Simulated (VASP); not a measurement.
# Ir2F (Fd-3m) in VASP: further runs

Runs on Ir2F. Level: PBE. Tasks: single point, relaxation of cell and atoms.

Program: VASP 6.6.1. These are calculated values, not measurements. Logs are shortened: lines on timing, memory, paths and dates and some standing lists are left out, and cuts for length are marked.

### Step 1. The cell of the first run

Symmetry: Fd-3m, No. 227, cubic system. The conventional cell has a = 7.304 Å, b = 7.304 Å, c = 7.304 Å, α = 90.00°, β = 90.00°, γ = 90.00°. Within 3.4 Å of Ir (site symmetry -3m) lie 6 Ir at 2.58 Å and 6 F at 3.03 Å. F (site symmetry -43m) has 12 Ir at 3.03 Å and 4 F at 3.16 Å within 4.0 Å.

### Step 2. Single point, PBE, collinear spin

INCAR reads:

```
  PREC = Accurate
  ENCUT = 520
  EDIFF = 1E-7
  ISMEAR = 0
  SIGMA = 0.1
  LREAL = False
  LASPH = True
  NELM = 150
  ALGO = Fast
  ISIF = 2
  LWAVE = False
  LCHARG = True
  ISPIN = 2
  MAGMOM = 0.79 0.79 0.79 0.79 0.17 0.17
  LORBIT = 11
  LMAXMIX = 4
  GGA = PE
  LELF = True
  LVHAR = True
  NBANDS = 38
```

KPOINTS reads:

```
Automatic mesh
0
Gamma
  4 4 4
```

POSCAR reads:

```
Ir2F
1.0
    0.0000000000      3.6521757901      3.6521757901
    3.6521757901      0.0000000000      3.6521757901
    3.6521757901      3.6521757901      0.0000000000
Ir F
4 2
Direct
    0.6250000000      0.6250000000      0.6250000000
    0.1250000000      0.6250000000      0.6250000000
    0.6250000000      0.6250000000      0.1250000000
    0.6250000000      0.1250000000      0.6250000000
    0.0000000000      0.0000000000      0.0000000000
    0.2500000000      0.2500000000      0.2500000000
```

Potentials or basis: VASP PAW PBE potentials, release 64 (Ir, F).

The run is started by

```bash
cat potpaw_PBE.64/Ir/POTCAR potpaw_PBE.64/F/POTCAR > POTCAR
mpirun -np 1 vasp_std > vasp.out
```

OUTCAR:

```text
PREC = Accurate
   ENCUT = 520
   EDIFF = 1E-7
   ISMEAR = 0
   LREAL = False
   LASPH = True
   NELM = 150
   ISIF = 2
   ISPIN = 2
   LORBIT = 11
   GGA = PE

 ion  position               nearest neighbor table
   1  0.625  0.625  0.625-   2 2.58   3 2.58   4 2.58   3 2.58   4 2.58   2 2.58
   2  0.125  0.625  0.625-   1 2.58   3 2.58   4 2.58   1 2.58   3 2.58   4 2.58
   3  0.625  0.625  0.125-   1 2.58   1 2.58   2 2.58   4 2.58   4 2.58   2 2.58
   4  0.625  0.125  0.625-   1 2.58   3 2.58   1 2.58   2 2.58   3 2.58   2 2.58
   5  0.000  0.000  0.000-
   6  0.250  0.250  0.250-

  LATTYP: Found a face centered cubic cell.
 ALAT       =     7.3043515802

  Lattice vectors:

 A1 = (   0.0000000000,   3.6521757901,   3.6521757901)
 A2 = (   3.6521757901,   0.0000000000,   3.6521757901)
 A3 = (   3.6521757901,   3.6521757901,   0.0000000000)

Analysis of symmetry for initial positions (statically):
=====================================================================
 Subroutine PRICEL returns:
 Original cell was already a primitive cell.

 Routine SETGRP: Setting up the symmetry group for a
 face centered cubic supercell.

 Subroutine GETGRP returns: Found 48 space group operations
 (whereof 24 operations were pure point group operations)
 out of a pool of 48 trial point group operations.

The static configuration has the point symmetry T_d .
 The point group associated with its full space group is O_h .

Analysis of symmetry for dynamics (positions and initial velocities):
=====================================================================
 Subroutine PRICEL returns:
 Original cell was already a primitive cell.

 Routine SETGRP: Setting up the symmetry group for a
 face centered cubic supercell.

 Subroutine GETGRP returns: Found 48 space group operations
 (whereof 24 operations were pure point group operations)
 out of a pool of 48 trial point group operations.

The dynamic configuration has the point symmetry T_d .
 The point group associated with its full space group is O_h .

Analysis of structural, dynamic, and magnetic symmetry:
=====================================================================
 Subroutine PRICEL returns:
 Original cell was already a primitive cell.

 Routine SETGRP: Setting up the symmetry group for a
 face centered cubic supercell.

 Subroutine GETGRP returns: Found 48 space group operations
 (whereof 24 operations were pure point group operations)
 out of a pool of 48 trial point group operations.

The overall configuration has the point symmetry T_d .
 The point group associated with its full space group is O_h .

 Subroutine INISYM returns: Found 48 space group operations
 (whereof 24 operations are pure point group operations),
 and found     1 'primitive' translations

----------------------------------------------------------------------------------------

                                     Primitive cell

  volume of cell :      97.4283

  direct lattice vectors                    reciprocal lattice vectors
     0.000000000  3.652175790  3.652175790    -0.136904692  0.136904692  0.136904692
     3.652175790  0.000000000  3.652175790     0.136904692 -0.136904692  0.136904692
     3.652175790  3.652175790  0.000000000     0.136904692  0.136904692 -0.136904692

  length of vectors
     5.164956535  5.164956535  5.164956535     0.237125882  0.237125882  0.237125882

  position of ions in fractional coordinates (direct lattice)
     0.625000000  0.625000000  0.625000000
     0.125000000  0.625000000  0.625000000
     0.625000000  0.625000000  0.125000000
     0.625000000  0.125000000  0.625000000
     0.000000000  0.000000000  0.000000000
     0.250000000  0.250000000  0.250000000

  ion indices of the primitive-cell ions
   primitive index   ion index
                 1           1
                 2           2
                 3           3
                 4           4
                 5           5
                 6           6

[... 33 lines left out ...]
 -0.250000  0.250000  0.000000     12.000000
  0.500000  0.500000  0.000000      3.000000
 -0.250000  0.500000  0.250000      6.000000
   k-points           NKPTS =      8   k-points in BZ     NKDIM =      8   number of bands    NBANDS=     38
   number of dos      NEDOS =    301   number of ions     NIONS =      6
   total plane-waves  NPLWV =  64000
   dimension x,y,z NGX =    40 NGY =   40 NGZ =   40
   dimension x,y,z NGXF=    80 NGYF=   80 NGZF=   80
   ions per type =               4   2
   NGX,Y,Z   is equivalent  to a cutoff of  12.87, 12.87, 12.87 a.u.
   NGXF,Y,Z  is equivalent  to a cutoff of  25.75, 25.75, 25.75 a.u.
 SYSTEM =  unknown system
   PREC   = accura    normal or accurate (medium, high low for compatibility)
   ISTART =      0    job   : 0-new  1-cont  2-samecut
   ICHARG =      2    charge: 1-file 2-atom 10-const
   ISPIN  =      2    spin polarized calculation?
   LNONCOLLINEAR =      F non collinear calculations
   LSORBIT =      F    spin-orbit coupling
   LASPH  =      T    aspherical Exc in radial PAW
   ENCUT  =  520.0 eV  38.22 Ry    6.18 a.u.   9.60  9.60  9.60*2*pi/ulx,y,z
   NELM   =    150;   NELMIN=  2; NELMDL= -5     # of ELM steps
   EDIFF  = 0.1E-06   stopping-criterion for ELM
   LREAL  =      F    real-space projection
   EDIFFG = 0.1E-05   stopping-criterion for IOM
   NSW    =      0    number of steps for IOM
   IBRION =     -1    ionic relax: 0-MD 1-quasi-New 2-CG
   NFREE  =      0    steps in history (QN), initial steepest desc. (CG)
   ISIF   =      2    stress and relaxation
   ISYM   =      2    0-nonsym 1-usesym 2-fastsym
   POTIM  = 0.5000    time-step for ionic-motion
   TEBEG  =    0.0;   TEEND  =   0.0 temperature during run
   PSTRESS=    0.0 pullay stress
   NELECT =      50.0000    total number of electrons
   NUPDOWN=      -1.0000    fix difference up-down
   EMIN   =  10.00;   EMAX   =-10.00  energy-range for DOS
   EFERMI =   0.00;   METHOD = LEGACY
   ISMEAR =     0;   SIGMA  =   0.10  broadening in eV -4-tet -1-fermi 0-gaus
   EFERMI_NEDOS =   21; number of points for ismear=-14 and -15
   IALGO  =     68    algorithm
   IMIX   =      4    mixing-type and parameters
     AMIX     =   0.40;   BMIX     =  1.00
     AMIX_MAG =   1.60;   BMIX_MAG =  1.00
  volume/ion in A,a.u.               =      16.24       109.58
  Fermi-wavevector in a.u.,A,eV,Ry     =   1.310700  2.476863 23.373903  1.717933
  Thomas-Fermi vector in A             =   2.441212
   LORBIT       =     11    0 simple, 1 ext, 2 COOP (PROOUT), +10 PAW based schemes
   GGA     = PE    functional components
   LHFCALC =     F    Hartree Fock is set to
   AEXX    =    0.0000 exact exchange contribution
   IVDW    =     0    specifies the selected vdW correction
   LEPSILON=     F    determine dielectric tensor
   LRPA    =     F    only Hartree local field effects (RPA)
 spin polarized calculation
 RMM-DIIS sequential band-by-band and
 Gauss-broadening in eV      SIGMA  =   0.10
  energy-cutoff  :      520.00
  volume of cell :       97.43
 maximum number of plane-waves:      2685
 NGX is ok and might be reduce to    40
   NGX = 19   NGY = 19   NGZ = 19

 number of electron      49.9999993 magnetization       4.9923465

 Free energy of the ion-electron system (eV)
  ---------------------------------------------------
  ext. energy  EPLUGINS =         0.00000000
  ---------------------------------------------------
  free energy    TOTEN  =       -33.79893495 eV

  energy without entropy =      -33.75960746  energy(sigma->0) =      -33.77927121

 E-fermi :   3.9700     XC(G=0): -11.4835

 val. band max:        3.9537294158   @ k =   0.5000   0.2500   0.0000
 cond. band min:       4.0231272601   @ k =   0.5000   0.0000   0.0000
 fundamental gap:      0.0693978443
 Fermi energy:         3.9700113617

 spin component 1

 k-point     1 :       0.0000    0.0000    0.0000
  band No.  band energies     occupation
      1     -16.9233      1.00000
      2     -16.7165      1.00000
      3      -5.4617      1.00000
      4      -2.1188      1.00000
      5      -2.1188      1.00000
      6      -2.1188      1.00000
[... 309 lines left out ...]
     36      13.5849      0.00000
     37      17.2967      0.00000
 Fermi energy:         3.9700113617

 spin component 2

 k-point     1 :       0.0000    0.0000    0.0000
  band No.  band energies     occupation
      1     -16.5300      1.00000
      2     -16.3147      1.00000
      3      -5.0868      1.00000
      4      -1.7151      1.00000
      5      -1.7151      1.00000
      6      -1.7151      1.00000
[... 309 lines left out ...]
     36      14.0064      0.00000
     37      17.7361      0.00000
 [bands above 37 left out]

------------------------ aborting loop because EDIFF is reached ----------------------------------------

  FORCE on cell =-STRESS in cart. coord.  units (eV):
  Direction    XX          YY          ZZ          XY          YZ          ZX
  --------------------------------------------------------------------------------------
  -------------------------------------------------------------------------------------
  Total        0.0855728      0.0855728      0.0855728      0.0000000     -0.0000000      0.0000000
  in kB        1.4072178      1.4072178      1.4072178      0.0000000     -0.0000000      0.0000000
  external PRESSURE =       1.4072178 kB  Pullay stress =       0.0000000 kB

 VOLUME and BASIS-vectors are now :
 -----------------------------------------------------------------------------
  energy-cutoff  :      520.00
  volume of cell :       97.43
      direct lattice vectors                 reciprocal lattice vectors
     0.000000000  3.652175790  3.652175790    -0.136904692  0.136904692  0.136904692
     3.652175790  0.000000000  3.652175790     0.136904692 -0.136904692  0.136904692
     3.652175790  3.652175790  0.000000000     0.136904692  0.136904692 -0.136904692

 POSITION                                       TOTAL-FORCE (eV/Angst)
 -----------------------------------------------------------------------------------
      4.56522      4.56522      4.56522         0.000000     -0.000000      0.000000
      4.56522      2.73913      2.73913        -0.000000     -0.000000      0.000000
      2.73913      2.73913      4.56522        -0.000000     -0.000000      0.000000
      2.73913      4.56522      2.73913        -0.000000     -0.000000      0.000000
      0.00000      0.00000      0.00000         0.000000      0.000000      0.000000
      1.82609      1.82609      1.82609        -0.000000     -0.000000     -0.000000
 -----------------------------------------------------------------------------------
    total drift:                                0.000000      0.000000      0.000000

  FREE ENERGIE OF THE ION-ELECTRON SYSTEM (eV)
  ---------------------------------------------------
  free  energy   TOTEN  =       -33.7989349471 eV

  energy  without entropy=      -33.7596074638  energy(sigma->0) =      -33.77927121

 total charge

# of ion       s       p       d       tot
------------------------------------------
    1        0.705   0.465   6.904   8.075
    2        0.705   0.465   6.904   8.075
    3        0.705   0.465   6.904   8.075
    4        0.705   0.465   6.904   8.075
    5        1.755   4.202   0.000   5.957
    6        1.755   4.202   0.000   5.957
--------------------------------------------------
tot          6.331  10.266  27.617  44.214

 magnetization (x)

# of ion       s       p       d       tot
------------------------------------------
    1        0.034  -0.013   1.074   1.095
    2        0.034  -0.013   1.074   1.095
    3        0.034  -0.013   1.074   1.095
    4        0.034  -0.013   1.074   1.095
    5        0.001   0.211   0.000   0.212
    6        0.001   0.211   0.000   0.212
--------------------------------------------------
tot          0.138   0.369   4.296   4.803
```

It took 2.5 min on 1 thread of Oxide Virtual Turin-like, shared host; peak memory 0.26 GiB.

What came out:

| Quantity | Value |
| --- | --- |
| Free energy | -33.7989 eV |
| Pressure | 0.1 GPa |
| Net moment | 4.99 μB per cell |
| Site moments | Ir +1.09; F +0.21 μB |
| Valence electrons inside the program's atomic spheres | Ir 8.07; F 5.96 |

Levels at points of the mesh, in eV from the Fermi level:
Spin up:
```tsv
k point	band 24	band 25	band 26	band 27	band 28	band 29	band 30	band 31
(0.00, 0.00, 0.00)	-0.49	-0.23	-0.23	1.93	2.51	2.51	2.51	4.85
(0.50, 0.00, 0.00)	-0.56	-0.54	-0.54	-0.52	-0.13	-0.13	2.51	4.08
(0.50, 0.50, 0.00)	-0.79	-0.62	-0.62	-0.32	-0.32	-0.30	-0.30	5.50
```
Spin down:
```
           k point  band 20  band 21  band 22  band 23  band 24  band 25
(0.00, 0.00, 0.00)     0.50     0.50     0.51     0.51     0.51     0.75
(0.50, 0.00, 0.00)    -1.07    -0.80    -0.34    -0.34     0.05     0.44
(0.50, 0.50, 0.00)    -1.44    -0.68    -0.68    -0.06    -0.06    -0.05
```

Caveat: the k points lie up to 0.37 Å⁻¹ apart; spin-orbit coupling is left out, which moves the levels of the heavy elements.

(Continued in part 2 of 2.)
